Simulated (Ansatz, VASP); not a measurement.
O: VASP beside Ansatz

The input INCAR:

```
SYSTEM = O
  PREC = Accurate
  ENCUT = 520
  EDIFF = 1E-6
  ISMEAR = 0
  SIGMA = 0.1
  LREAL = .False.
  LASPH = .True.
  NELM = 150
  ALGO = Normal
  ISIF = 2
  LWAVE = .False.
  LCHARG = .True.
  ISPIN = 2
  MAGMOM = 1 1
  LORBIT = 11
  GGA = PE
  LELF = .True.
  LVHAR = .True.
  NBANDS = 17
```

KPOINTS

```
Automatic mesh
0
Gamma
  8 8 8
  0 0 0
```

Contents of POSCAR:

```
O
1.0
   -1.7349724474      1.7349724474      1.4531516236
    1.7349724474     -1.7349724474      1.4531516236
    1.7349724474      1.7349724474     -1.4531516236
O
2
Direct
    0.0000000000      0.0000000000      0.0000000000
    0.7500000000      0.2500000000      0.5000000000
```

Input for Ansatz:

```yaml
crystal:
  lattice:
    - [-1.7349724474, 1.7349724474, 1.4531516236]
    - [1.7349724474, -1.7349724474, 1.4531516236]
    - [1.7349724474, 1.7349724474, -1.4531516236]
  atoms:
    - { symbol: O, position: [0.0, 0.0, 0.0], spin: 1.0 }
    - { symbol: O, position: [0.75, 0.25, 0.5], spin: 1.0 }
basis:
  ecutwfc: 420
kpoints:
  mp_grid: { grid: [8, 8, 8] }
hamiltonian:
  xc: pbe
scf:
  occupations: { method: gaussian, width: 0.1 }
  lower_state_search: "off"
output:
  forces: true
  stress: true
  eigenvalues: true
  populations: true
magnetization:
  spin_polarized: true
```

Alike in both runs: task single point; functional PBE; k mesh 8 × 8 × 8; occupations gaussian, width 0.1 eV; collinear spin.

```csv
,VASP,Ansatz
version,VASP 6.6.1,Ansatz 0.2.0
potentials or method,"VASP PAW PBE potentials, release 64 (O), cutoff 520 eV","scalar-relativistic, plane waves, PAW"
valence electrons in the cell,12,12
```

Ansatz gave:

* gap on the k mesh at the Fermi level (eV): none
* pressure (GPa): 0.0
* traceless stress, the component that is largest in VASP (GPa): 0.28
* net moment per atom (μB): 0.00

Q: Which values does VASP return?

A: gap on the k mesh at the Fermi level (eV): none; pressure (GPa): -0.1; traceless stress, the component that is largest in VASP (GPa): 0.12; net moment per atom (μB): 0.00.

A gap of «none» marks a metal or a gap that the smearing closes. With one functional, cell and mesh, what is left measures potentials, basis and numerics. Ansatz's warnings: seeded moment not kept.
